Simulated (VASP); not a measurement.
# Ga (P1) in VASP: settings compared

Ga is run at these levels: PBE, PBEsol; tasks: single point.

Program: VASP 6.6.1. These are calculated values, not measurements. Logs are shortened: lines on timing, memory, paths and dates and some standing lists are left out, and cuts for length are marked.

## (1) The cell of the first run

The typed cell holds 4 atoms: a = 4.470 Å, b = 4.470 Å, c = 4.488 Å, α = 90.00°, β = 90.00°, γ = 62.73°.

## (2) Single point, PBE (atoms moved at random)

The input, INCAR:

```
ALGO     = Fast           # electronic algorithm
EDIFF    = 1E-7           # SCF threshold, eV
ENCUT    = 520            # plane-wave cutoff, eV
GGA      = PE             # functional
ISIF     = 2              # what is computed and relaxed
ISMEAR   = -1             # smearing method
LASPH    = T              # aspherical terms in the spheres
LCHARG   = T              # write CHGCAR
LELF     = T              # ELF
LREAL    = F              # projectors in reciprocal space
LVHAR    = T            
LWAVE    = F              # write WAVECAR
NBANDS   = 34             # bands
NELM     = 80             # most SCF steps
PREC     = Accurate       # precision mode
SIGMA    = 0.05           # smearing width, eV
```

The input, KPOINTS:

```
k-points
0
Gamma
  7 7 6
```

The input, POSCAR:

```
Ga
1.0
    3.8169566100     -2.3266295500      0.0000000000
    3.8169566100      2.3266295500      0.0000000000
    0.0000000000      0.0000000000      4.4882540000
Ga
4
Direct
    0.6624370000      0.0155300000      0.2406490000
    0.0008360000      0.6704610000      0.7494550000
    0.3258820000      0.9870640000      0.7457760000
    0.9896990000      0.3329120000      0.2453480000
```

Potentials or basis: VASP PAW PBE potentials, release 64 (Ga_d).

The run is started by

```sh
$ cat potpaw_PBE.64/Ga_d/POTCAR > POTCAR
$ mpirun -np 1 vasp_std > vasp.out
```

OUTCAR:

```text
EDIFF = 1E-7
   ENCUT = 520
   GGA = PE
   ISIF = 2
   ISMEAR = -1
   LASPH = T
   LREAL = F
   NELM = 80
   PREC = Accurate

 ion  position               nearest neighbor table
   1  0.662  0.016  0.241-   4 2.46   4 2.67   4 2.71   3 2.72   2 2.72   3 2.76   2 2.78
   2  0.001  0.670  0.749-   3 2.45   3 2.68   4 2.70   3 2.72   1 2.72   4 2.73   1 2.78
   3  0.326  0.987  0.746-   2 2.45   2 2.68   2 2.72   1 2.72   4 2.75   4 2.75   1 2.76
   4  0.990  0.333  0.245-   1 2.46   1 2.67   2 2.70   1 2.71   2 2.73   3 2.75   3 2.75

  LATTYP: Found a base centered orthorhombic cell.
 ALAT       =     4.6532591000
 B/A-ratio  =     1.6405519349
 C/A-ratio  =     0.9645398856

  Lattice vectors:

 A1 = (  -3.8169566100,  -2.3266295500,   0.0000000000)
 A2 = (   3.8169566100,  -2.3266295500,   0.0000000000)
 A3 = (   0.0000000000,   0.0000000000,   4.4882540000)

Analysis of symmetry for initial positions (statically):
=====================================================================
 Subroutine PRICEL returns:
 Original cell was already a primitive cell.

 Routine SETGRP: Setting up the symmetry group for a
 base centered orthorhombic supercell.

 Subroutine GETGRP returns: Found  1 space group operations
 (whereof  1 operations were pure point group operations)
 out of a pool of  8 trial point group operations.

The static configuration has the point symmetry C_1 .

Analysis of symmetry for dynamics (positions and initial velocities):
=====================================================================
 Subroutine PRICEL returns:
 Original cell was already a primitive cell.

 Routine SETGRP: Setting up the symmetry group for a
 base centered orthorhombic supercell.

 Subroutine GETGRP returns: Found  1 space group operations
 (whereof  1 operations were pure point group operations)
 out of a pool of  8 trial point group operations.

The dynamic configuration has the point symmetry C_1 .

 Subroutine INISYM returns: Found  1 space group operations
 (whereof  1 operations are pure point group operations),
 and found     1 'primitive' translations

----------------------------------------------------------------------------------------

                                     Primitive cell

  volume of cell :      79.7172

  direct lattice vectors                    reciprocal lattice vectors
     3.816956610 -2.326629550  0.000000000     0.130994415 -0.214903142  0.000000000
     3.816956610  2.326629550  0.000000000     0.130994415  0.214903142  0.000000000
[... 90 lines left out ...]
   LREAL  =      F    real-space projection
   EDIFFG = 0.1E-05   stopping-criterion for IOM
   NSW    =      0    number of steps for IOM
   IBRION =     -1    ionic relax: 0-MD 1-quasi-New 2-CG
   NFREE  =      0    steps in history (QN), initial steepest desc. (CG)
   ISIF   =      2    stress and relaxation
   ISYM   =      2    0-nonsym 1-usesym 2-fastsym
   POTIM  = 0.5000    time-step for ionic-motion
   TEBEG  =    0.0;   TEEND  =   0.0 temperature during run
   PSTRESS=    0.0 pullay stress
   NELECT =      52.0000    total number of electrons
   NUPDOWN=      -1.0000    fix difference up-down
   EMIN   =  10.00;   EMAX   =-10.00  energy-range for DOS
   EFERMI =   0.00;   METHOD = LEGACY
   ISMEAR =    -1;   SIGMA  =   0.05  broadening in eV -4-tet -1-fermi 0-gaus
   EFERMI_NEDOS =   21; number of points for ismear=-14 and -15
   IALGO  =     68    algorithm
   IMIX   =      4    mixing-type and parameters
     AMIX     =   0.40;   BMIX     =  1.00
     AMIX_MAG =   1.60;   BMIX_MAG =  1.00
  volume/ion in A,a.u.               =      19.93       134.49
  Fermi-wavevector in a.u.,A,eV,Ry     =   1.419794  2.683022 27.426826  2.015815
  Thomas-Fermi vector in A             =   2.540777
   LORBIT       =      0    0 simple, 1 ext, 2 COOP (PROOUT), +10 PAW based schemes
   GGA     = PE    functional components
   LHFCALC =     F    Hartree Fock is set to
   AEXX    =    0.0000 exact exchange contribution
   IVDW    =     0    specifies the selected vdW correction
   LEPSILON=     F    determine dielectric tensor
   LRPA    =     F    only Hartree local field effects (RPA)
 non-spin polarized calculation
 RMM-DIIS sequential band-by-band and
  energy-cutoff  :      520.00
  volume of cell :       79.72
 maximum number of plane-waves:      2168
 NGX is ok and might be reduce to    36
   NGX = 17   NGY = 17   NGZ = 17

 number of electron      51.9999996 magnetization

 Free energy of the ion-electron system (eV)
  ---------------------------------------------------
  ext. energy  EPLUGINS =         0.00000000
  ---------------------------------------------------
  free energy    TOTEN  =       -11.55394671 eV

  energy without entropy =      -11.54951319  energy(sigma->0) =      -11.55172995

 E-fermi :   4.9789     XC(G=0): -10.4923

 val. band max:        4.9723453116   @ k =  -0.0000  -0.1429  -0.1667
 cond. band min:       4.9866153005   @ k =   0.1429   0.0000   0.1667
 fundamental gap:      0.0142699889
 Fermi energy:         4.9788986553

 k-point     1 :       0.0000    0.0000    0.0000
  band No.  band energies     occupation
      1     -10.3006      2.00000
      2     -10.2598      2.00000
      3     -10.2461      2.00000
      4     -10.2174      2.00000
      5     -10.1510      2.00000
      6     -10.1169      2.00000
[... 877 lines left out ...]
     33      11.6968      0.00000
     34      11.9229      0.00000

 [... further k-points ...]

------------------------ aborting loop because EDIFF is reached ----------------------------------------

  FORCE on cell =-STRESS in cart. coord.  units (eV):
  Direction    XX          YY          ZZ          XY          YZ          ZX
  --------------------------------------------------------------------------------------
  -------------------------------------------------------------------------------------
  Total        2.4262582      1.2735634      1.4892730     -0.0979258      0.0573829      0.0032375
  in kB       48.7635950     25.5964215     29.9318132     -1.9681394      1.1532965      0.0650690
  external PRESSURE =      34.7639432 kB  Pullay stress =       0.0000000 kB

 VOLUME and BASIS-vectors are now :
 -----------------------------------------------------------------------------
  energy-cutoff  :      520.00
  volume of cell :       79.72
      direct lattice vectors                 reciprocal lattice vectors
     3.816956610 -2.326629550  0.000000000     0.130994415 -0.214903142  0.000000000
     3.816956610  2.326629550  0.000000000     0.130994415  0.214903142  0.000000000
     0.000000000  0.000000000  4.488254000     0.000000000  0.000000000  0.222803790

 POSITION                                       TOTAL-FORCE (eV/Angst)
 -----------------------------------------------------------------------------------
      2.58777     -1.50511      1.08009        -0.195634      0.035560      0.120417
      2.56231      1.55797      3.36374        -0.252587     -0.116396     -0.118388
      5.01146      1.53833      3.34723         0.273416     -0.046725     -0.082599
      5.04835     -1.52810      1.10118         0.174804      0.127560      0.080569
 -----------------------------------------------------------------------------------
    total drift:                                0.000343      0.000392     -0.000059

  FREE ENERGIE OF THE ION-ELECTRON SYSTEM (eV)
  ---------------------------------------------------
  free  energy   TOTEN  =       -11.5539467093 eV

  energy  without entropy=      -11.5495131869  energy(sigma->0) =      -11.55172995
```

OSZICAR:

```text
N       E                     dE             d eps       ncg     rms          rms(c)
DAV:   1     0.363542644069E+03    0.36354E+03   -0.25634E+04 10370   0.289E+03
DAV:   2     0.333562868451E+02   -0.33019E+03   -0.32187E+03 10336   0.539E+02
DAV:   3    -0.102210974075E+02   -0.43577E+02   -0.43087E+02 11466   0.152E+02
DAV:   4    -0.116283679772E+02   -0.14073E+01   -0.14004E+01 11776   0.304E+01
DAV:   5    -0.116577867956E+02   -0.29419E-01   -0.29411E-01 12556   0.452E+00    0.259E+00
RMM:   6    -0.115730738470E+02    0.84713E-01   -0.18478E-01 12867   0.432E+00    0.142E+00
RMM:   7    -0.115542138290E+02    0.18860E-01   -0.70332E-02 13774   0.237E+00    0.310E-01
RMM:   8    -0.115534083875E+02    0.80544E-03   -0.10900E-02 13526   0.916E-01    0.561E-02
RMM:   9    -0.115538683465E+02   -0.45996E-03   -0.32212E-03 16388   0.420E-01    0.337E-02
RMM:  10    -0.115539496567E+02   -0.81310E-04   -0.43237E-04 13656   0.187E-01    0.157E-02
RMM:  11    -0.115539410680E+02    0.85887E-05   -0.12833E-04 14252   0.104E-01    0.302E-03
RMM:  12    -0.115539462815E+02   -0.52135E-05   -0.55102E-05 16071   0.489E-02    0.158E-03
RMM:  13    -0.115539467431E+02   -0.46162E-06   -0.36442E-06 14534   0.153E-02    0.129E-03
RMM:  14    -0.115539466578E+02    0.85311E-07   -0.13063E-06 13306   0.103E-02    0.294E-04
RMM:  15    -0.115539467093E+02   -0.51539E-07   -0.44783E-07  9325   0.529E-03
   1 F= -.11553947E+02 E0= -.11551730E+02  d E =-.443352E-02
```

Wall time 11 min (1 thread of Intel Xeon 8259CL, shared host); peak memory 0.41 GiB.

What came out:

```
Free energy            : -11.5539 eV
Pressure               : 3.5 GPa
Largest force          : 0.302 eV/Å
Band gap on the k mesh : zero (bands 26 and 27 overlap by 0.63 eV)
```

Forces in eV/Å, atoms in the order of the input:
```
Ga  -0.196  0.036  0.120
Ga  -0.253 -0.116 -0.118
Ga   0.273 -0.047 -0.083
Ga   0.175  0.128  0.081
```

Stress tensor (GPa, compression positive):
```
 4.88 -0.20  0.01
-0.20  2.56  0.12
 0.01  0.12  2.99
```

Caveat: the cell differs from its parent crystal (atoms moved at random); the cell stands under pressure.

(Continued in part 2 of 2.)
